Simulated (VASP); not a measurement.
# SiO2 (I4/mmm) in VASP: a series of runs

Runs on SiO2. Level: PBE. Tasks: single point.

All numbers are computed with VASP 6.6.1; they aren't measurements. Logs are shortened: lines on timing, memory, paths and dates and some standing lists are left out, and cuts for length are marked.

### 1 The cell of the first run

The structure is tetragonal, space group I4/mmm (No. 139). The conventional cell has a = 8.683 Å, b = 8.683 Å, c = 5.219 Å, α = 90.00°, β = 90.00°, γ = 90.00°. Si (site symmetry m2m) has 4 O at 1.57 to 1.59 Å within 2.1 Å. O (site symmetry 2/m) has 2 Si at 1.57 Å within 2.1 Å. O (site symmetry m2m) has 2 Si at 1.59 Å within 2.1 Å.

### 2 Single point, PBE

The input, INCAR:

```
  PREC = Accurate
  ENCUT = 520
  EDIFF = 1E-6
  ISMEAR = 0
  SIGMA = 0.02
  LREAL = F
  LASPH = T
  NELM = 60
  ALGO = Normal
  ISIF = 2
  LWAVE = F
  LCHARG = T
  GGA = PE
  LELF = T
  LVHAR = T
  NBANDS = 44
```

The input, KPOINTS:

```
regular mesh
0
Gamma
  6 6 6
```

The input, POSCAR:

```
SiO2
1.0
   -4.3417128214      4.3417128214      2.6093383100
    4.3417128214     -4.3417128214      2.6093383100
    4.3417128214      4.3417128214     -2.6093383100
Si O
4 8
Direct
    0.1783495817      0.1783495817      0.3566991633
    0.8216504183      0.1783495817      0.0000000000
    0.1783495817      0.8216504183      0.0000000000
    0.8216504183      0.8216504183      0.6433008367
    0.5000000000      0.5000000000      0.5000000000
    0.0000000000      0.5000000000      0.0000000000
    0.5000000000      0.0000000000      0.0000000000
    0.0000000000      0.0000000000      0.5000000000
    0.0000000000      0.2174675227      0.2174675227
    0.7825324773      0.0000000000      0.7825324773
    0.2174675227      0.0000000000      0.2174675227
    0.0000000000      0.7825324773      0.7825324773
```

Potentials or basis: VASP PAW PBE potentials, release 64 (Si, O).

The run is started by

```
> cat potpaw_PBE.64/Si/POTCAR potpaw_PBE.64/O/POTCAR > POTCAR
> mpirun -np 1 vasp_std > vasp.out
```

OUTCAR:

```text
PREC = Accurate
   ENCUT = 520
   EDIFF = 1E-6
   ISMEAR = 0
   LREAL = F
   LASPH = T
   NELM = 60
   ISIF = 2
   GGA = PE

 ion  position               nearest neighbor table
   1  0.178  0.178  0.357-   5 1.57   8 1.57   9 1.59  11 1.59   2 3.10   3 3.10   4 3.15   4 3.15

   2  0.822  0.178  0.000-   6 1.57   7 1.57   9 1.59  10 1.59   1 3.10   4 3.10   3 3.15   3 3.15

   3  0.178  0.822  0.000-   6 1.57   7 1.57  11 1.59  12 1.59   1 3.10   4 3.10   2 3.15   2 3.15

   4  0.822  0.822  0.643-   5 1.57   8 1.57  10 1.59  12 1.59   2 3.10   3 3.10   1 3.15   1 3.15

   5  0.500  0.500  0.500-   1 1.57   4 1.57
   6  0.000  0.500  0.000-   2 1.57   3 1.57
   7  0.500  0.000  0.000-   2 1.57   3 1.57
   8  0.000  0.000  0.500-   1 1.57   4 1.57
   9  0.000  0.217  0.217-   1 1.59   2 1.59
  10  0.783  0.000  0.783-   4 1.59   2 1.59
  11  0.217  0.000  0.217-   1 1.59   3 1.59
  12  0.000  0.783  0.783-   4 1.59   3 1.59

  LATTYP: Found a body centered tetragonal cell.
 ALAT       =     8.6834256428
 C/A-ratio  =     0.6009928379

  Lattice vectors:

 A1 = (  -4.3417128214,   4.3417128214,   2.6093383100)
 A2 = (   4.3417128214,  -4.3417128214,   2.6093383100)
 A3 = (   4.3417128214,   4.3417128214,  -2.6093383100)

Analysis of symmetry for initial positions (statically):
=====================================================================
 Subroutine PRICEL returns:
 Original cell was already a primitive cell.

 Routine SETGRP: Setting up the symmetry group for a
 body centered tetragonal supercell.

 Subroutine GETGRP returns: Found 16 space group operations
 (whereof 16 operations were pure point group operations)
 out of a pool of 16 trial point group operations.

The static configuration has the point symmetry D_4h.

Analysis of symmetry for dynamics (positions and initial velocities):
=====================================================================
 Subroutine PRICEL returns:
 Original cell was already a primitive cell.

 Routine SETGRP: Setting up the symmetry group for a
 body centered tetragonal supercell.

 Subroutine GETGRP returns: Found 16 space group operations
 (whereof 16 operations were pure point group operations)
 out of a pool of 16 trial point group operations.

The dynamic configuration has the point symmetry D_4h.

 Subroutine INISYM returns: Found 16 space group operations
 (whereof 16 operations are pure point group operations),
 and found     1 'primitive' translations

----------------------------------------------------------------------------------------

                                     Primitive cell

  volume of cell :     196.7490

  direct lattice vectors                    reciprocal lattice vectors
    -4.341712821  4.341712821  2.609338310     0.000000000  0.115161924  0.191619461
     4.341712821 -4.341712821  2.609338310     0.115161924  0.000000000  0.191619461
     4.341712821  4.341712821 -2.609338310     0.115161924  0.115161924  0.000000000

  length of vectors
     6.671550559  6.671550559  6.671550559     0.223562712  0.223562712  0.162863554

  position of ions in fractional coordinates (direct lattice)
     0.178349582  0.178349582  0.356699163
     0.821650418  0.178349582  0.000000000
     0.178349582  0.821650418  0.000000000
     0.821650418  0.821650418  0.643300837
     0.500000000  0.500000000  0.500000000
     1.000000000  0.500000000  0.000000000
     0.500000000  1.000000000  0.000000000
     0.000000000  0.000000000  0.500000000
     0.000000000  0.217467523  0.217467523
     0.782532477  0.000000000  0.782532477
     0.217467523  0.000000000  0.217467523
     0.000000000  0.782532477  0.782532477

  ion indices of the primitive-cell ions
   primitive index   ion index
                 1           1
                 2           2
                 3           3
                 4           4
                 5           5
                 6           6
                 7           7
                 8           8
                 9           9
                10          10
                11          11
                12          12

----------------------------------------------------------------------------------------

 KPOINTS: regular mesh

Automatic generation of k-mesh.
 Grid dimensions read from file:
 generate k-points for:    6    6    6

 Generating k-lattice:

  Cartesian coordinates                     Fractional coordinates (reciprocal lattice)
     0.000000000  0.019193654  0.031936577     0.166666667 -0.000000000  0.000000000
     0.019193654  0.000000000  0.031936577    -0.000000000  0.166666667  0.000000000
     0.019193654  0.019193654  0.000000000     0.000000000  0.000000000  0.166666667

  Length of vectors
     0.037260452  0.037260452  0.027143926

  Shift w.r.t. Gamma in fractional coordinates (k-lattice)
     0.000000000  0.000000000  0.000000000

 Subroutine IBZKPT returns following result:
 ===========================================

 Found     30 irreducible k-points:

 Following reciprocal coordinates:
            Coordinates               Weight
  0.000000  0.000000  0.000000      1.000000
  0.166667  0.000000  0.000000      8.000000
  0.333333  0.000000  0.000000      8.000000
  0.500000  0.000000  0.000000      4.000000
  0.166667  0.166667  0.000000      8.000000
  0.333333  0.166667  0.000000     16.000000
[... 16 lines left out ...]
 -0.333333 -0.333333  0.166667      8.000000
 -0.166667 -0.333333  0.166667      8.000000
 [... further k-points ...]
   k-points           NKPTS =     30   k-points in BZ     NKDIM =     30   number of bands    NBANDS=     44
   number of dos      NEDOS =    301   number of ions     NIONS =     12
   total plane-waves  NPLWV = 125000
   dimension x,y,z NGX =    50 NGY =   50 NGZ =   50
   dimension x,y,z NGXF=   100 NGYF=  100 NGZF=  100
   ions per type =               4   8
   NGX,Y,Z   is equivalent  to a cutoff of  12.46, 12.46, 12.46 a.u.
   NGXF,Y,Z  is equivalent  to a cutoff of  24.92, 24.92, 24.92 a.u.
 SYSTEM =  unknown system
   PREC   = accura    normal or accurate (medium, high low for compatibility)
   ISTART =      0    job   : 0-new  1-cont  2-samecut
   ICHARG =      2    charge: 1-file 2-atom 10-const
   ISPIN  =      1    spin polarized calculation?
   LNONCOLLINEAR =      F non collinear calculations
   LSORBIT =      F    spin-orbit coupling
   LASPH  =      T    aspherical Exc in radial PAW
   ENCUT  =  520.0 eV  38.22 Ry    6.18 a.u.  12.40 12.40 12.40*2*pi/ulx,y,z
   NELM   =     60;   NELMIN=  2; NELMDL= -5     # of ELM steps
   EDIFF  = 0.1E-05   stopping-criterion for ELM
   LREAL  =      F    real-space projection
   EDIFFG = 0.1E-04   stopping-criterion for IOM
   NSW    =      0    number of steps for IOM
   IBRION =     -1    ionic relax: 0-MD 1-quasi-New 2-CG
   NFREE  =      0    steps in history (QN), initial steepest desc. (CG)
   ISIF   =      2    stress and relaxation
   ISYM   =      2    0-nonsym 1-usesym 2-fastsym
   POTIM  = 0.5000    time-step for ionic-motion
   TEBEG  =    0.0;   TEEND  =   0.0 temperature during run
   PSTRESS=    0.0 pullay stress
   NELECT =      64.0000    total number of electrons
   NUPDOWN=      -1.0000    fix difference up-down
   EMIN   =  10.00;   EMAX   =-10.00  energy-range for DOS
   EFERMI =   0.00;   METHOD = LEGACY
   ISMEAR =     0;   SIGMA  =   0.02  broadening in eV -4-tet -1-fermi 0-gaus
   EFERMI_NEDOS =   21; number of points for ismear=-14 and -15
   IALGO  =     38    algorithm
   IMIX   =      4    mixing-type and parameters
     AMIX     =   0.40;   BMIX     =  1.00
     AMIX_MAG =   1.60;   BMIX_MAG =  1.00
  volume/ion in A,a.u.               =      16.40       110.64
  Fermi-wavevector in a.u.,A,eV,Ry     =   1.125893  2.127630 17.247236  1.267636
  Thomas-Fermi vector in A             =   2.262573
   LORBIT       =      0    0 simple, 1 ext, 2 COOP (PROOUT), +10 PAW based schemes
   GGA     = PE    functional components
   LHFCALC =     F    Hartree Fock is set to
   AEXX    =    0.0000 exact exchange contribution
   IVDW    =     0    specifies the selected vdW correction
   LEPSILON=     F    determine dielectric tensor
   LRPA    =     F    only Hartree local field effects (RPA)
 non-spin polarized calculation
 Gauss-broadening in eV      SIGMA  =   0.02
  energy-cutoff  :      520.00
  volume of cell :      196.75
 maximum number of plane-waves:      5324
 NGX is ok and might be reduce to    50
   NGX = 25   NGY = 25   NGZ = 25

 number of electron      63.9999988 magnetization

 Free energy of the ion-electron system (eV)
  ---------------------------------------------------
  ext. energy  EPLUGINS =         0.00000000
  ---------------------------------------------------
  free energy    TOTEN  =       -94.22184860 eV

  energy without entropy =      -94.22184860  energy(sigma->0) =      -94.22184860

 E-fermi :  -0.5109     XC(G=0):  -7.5686

 val. band max:       -0.5941848463   @ k =   0.0000   0.0000   0.0000
 cond. band min:       4.8426811603   @ k =   0.0000   0.0000   0.0000
 fundamental gap:      5.4368660065
 Fermi energy:        -0.5108549819

 k-point     1 :       0.0000    0.0000    0.0000
  band No.  band energies     occupation
      1     -20.4376      2.00000
      2     -19.4719      2.00000
      3     -18.9649      2.00000
      4     -18.9649      2.00000
      5     -18.3342      2.00000
      6     -18.2954      2.00000
[... 36 lines left out ...]
     43      10.2996      0.00000
     44      10.4742      0.00000

 k-point     2 :       0.1667    0.0000    0.0000
  band No.  band energies     occupation
      1     -20.3662      2.00000
      2     -19.4872      2.00000
      3     -19.0726      2.00000
      4     -18.9559      2.00000
      5     -18.3379      2.00000
      6     -18.2877      2.00000
[... 1026 lines left out ...]
 k-point    24 :      -0.1667   -0.3333    0.1667
  band No.  band energies     occupation
      1     -20.0170      2.00000
      2     -19.5265      2.00000
      3     -19.5248      2.00000
      4     -18.9433      2.00000
      5     -18.3493      2.00000
      6     -18.2498      2.00000
[... 36 lines left out ...]
     43      10.7737      0.00000
     44      10.9194      0.00000

 [... further k-points ...]
[... 5 lines left out ...]
  --------------------------------------------------------------------------------------
  -------------------------------------------------------------------------------------
  Total       14.8271215     14.8271215     14.8885183      0.0000000      0.0000000     -0.0000000
  in kB      120.7410253    120.7410253    121.2409949      0.0000000      0.0000000     -0.0000000
  external PRESSURE =     120.9076818 kB  Pullay stress =       0.0000000 kB

 VOLUME and BASIS-vectors are now :
 -----------------------------------------------------------------------------
  energy-cutoff  :      520.00
  volume of cell :      196.75
      direct lattice vectors                 reciprocal lattice vectors
    -4.341712821  4.341712821  2.609338310     0.000000000  0.115161924  0.191619461
     4.341712821 -4.341712821  2.609338310     0.115161924  0.000000000  0.191619461
     4.341712821  4.341712821 -2.609338310     0.115161924  0.115161924  0.000000000

 POSITION                                       TOTAL-FORCE (eV/Angst)
 -----------------------------------------------------------------------------------
      1.54869      1.54869      0.00000         0.031846      0.031846     -0.000000
     -2.79303      2.79303      2.60934         0.031846     -0.031846      0.000000
      2.79303     -2.79303      2.60934        -0.031846      0.031846      0.000000
      2.79303      2.79303      2.60934        -0.031846     -0.031846      0.000000
      2.17086      2.17086      1.30467         0.000000     -0.000000      0.000000
      2.17086     -2.17086      1.30467         0.000000     -0.000000      0.000000
     -2.17086      2.17086      1.30467        -0.000000     -0.000000      0.000000
      2.17086      2.17086     -1.30467         0.000000     -0.000000      0.000000
      1.88836      0.00000      0.00000        -0.015865      0.000000      0.000000
      0.00000      6.79506      0.00000        -0.000000      0.015865     -0.000000
      0.00000      1.88836      0.00000         0.000000     -0.015865      0.000000
      6.79506      0.00000      0.00000         0.015865     -0.000000     -0.000000
 -----------------------------------------------------------------------------------
    total drift:                                0.000000     -0.000000      0.000000

  FREE ENERGIE OF THE ION-ELECTRON SYSTEM (eV)
  ---------------------------------------------------
  free  energy   TOTEN  =       -94.2218486047 eV

  energy  without entropy=      -94.2218486047  energy(sigma->0) =      -94.22184860
```

Run time: 2.7 min. Hardware: 1 thread of Intel Xeon 6975P-C (Granite Rapids), shared host; peak memory 0.43 GiB.

What came out:

| Quantity | Value |
| --- | --- |
| Free energy | -94.2218 eV |
| Pressure | 12.1 GPa |
| Largest force | 0.045 eV/Å |
| Band gap on the k mesh | 5.44 eV, direct |

Forces on the atoms (eV/Å):
```
Si   0.032  0.032  0.000
Si   0.032 -0.032  0.000
Si  -0.032  0.032  0.000
Si  -0.032 -0.032  0.000
O    0.000  0.000  0.000
O    0.000  0.000  0.000
O    0.000  0.000  0.000
O    0.000  0.000  0.000
O   -0.016  0.000  0.000
O    0.000  0.016  0.000
O    0.000 -0.016  0.000
O    0.016  0.000  0.000
```

A k mesh can miss the band edges. As with any semilocal functional, this PBE gap is likely too small.

### 3 Single point, PBE

This run uses another cell than the first one, of 17.30 Å³/atom, 1.055 times its volume.

The input, INCAR:

```
ALGO = Normal
EDIFF = 1E-6
ENCUT = 520
GGA = PE
ISIF = 2
ISMEAR = 0
LASPH = T
LCHARG = T
LELF = T
LREAL = F
LVHAR = T
LWAVE = F
NBANDS = 44
NELM = 60
PREC = Accurate
SIGMA = 0.02
```

The input, KPOINTS:

```
k-points
0
Gamma
  6 6 6
```

The input, POSCAR:

```
SiO2
1.0
   -4.4488156362      4.4488156362      2.6225490169
    4.4488156362     -4.4488156362      2.6225490169
    4.4488156362      4.4488156362     -2.6225490169
Si O
4 8
Direct
    0.1773385271      0.1773385271      0.3546770543
    0.8226614729      0.1773385271      0.0000000000
    0.1773385271      0.8226614729      0.0000000000
    0.8226614729      0.8226614729      0.6453229457
    0.5000000000      0.5000000000      0.5000000000
    0.0000000000      0.5000000000      0.0000000000
    0.5000000000      0.0000000000      0.0000000000
    0.0000000000      0.0000000000      0.5000000000
    0.0000000000      0.2119395677      0.2119395677
    0.7880604323      0.0000000000      0.7880604323
    0.2119395677      0.0000000000      0.2119395677
    0.0000000000      0.7880604323      0.7880604323
```

Potentials or basis: VASP PAW PBE potentials, release 64 (Si, O).

The run is started by

```
> cat potpaw_PBE.64/Si/POTCAR potpaw_PBE.64/O/POTCAR > POTCAR
> mpirun -np 1 vasp_std > vasp.out
```

It took 3.6 min on 1 thread of Intel Xeon 6975P-C (Granite Rapids), shared host; peak memory 0.47 GiB.

The run converged. Its results:

- Free energy: -94.7748 eV
- Pressure: 4.1 GPa
- Largest force: 0.025 eV/Å
- Band gap on the k mesh: 5.42 eV, direct

Forces in eV/Å, atoms in the order of the input:
```
Si   0.017  0.017  0.000
Si   0.017 -0.017  0.000
Si  -0.017  0.017  0.000
Si  -0.017 -0.017  0.000
O    0.000  0.000  0.000
O    0.000  0.000  0.000
O    0.000  0.000  0.000
O    0.000  0.000  0.000
O   -0.014  0.000  0.000
O    0.000  0.014  0.000
O    0.000 -0.014  0.000
O    0.014  0.000  0.000
```

Levels at points of the mesh, in eV from the valence-band top:
```
           k point  band 28  band 29  band 30  band 31  band 32  band 33  band 34  band 35  band 36  band 37
(0.00, 0.00, 0.00)    -1.41    -0.92    -0.73    -0.04     0.00     5.42     8.36     8.57     8.95     9.22
(0.50, 0.00, 0.00)    -1.16    -1.11    -0.76    -0.59    -0.31     7.65     7.69     8.65     8.97     9.28
(0.50, 0.50, 0.00)    -0.75    -0.46    -0.45    -0.42    -0.29     6.56     6.98     8.66     8.94     9.54
(0.50, 0.50, 0.50)    -1.05    -1.05    -0.26    -0.02    -0.02     7.55     7.67     7.67     8.08     8.69
```

A k mesh can miss the band edges. As with any semilocal functional, this PBE gap is likely too small.

[end of part 1 of 2]
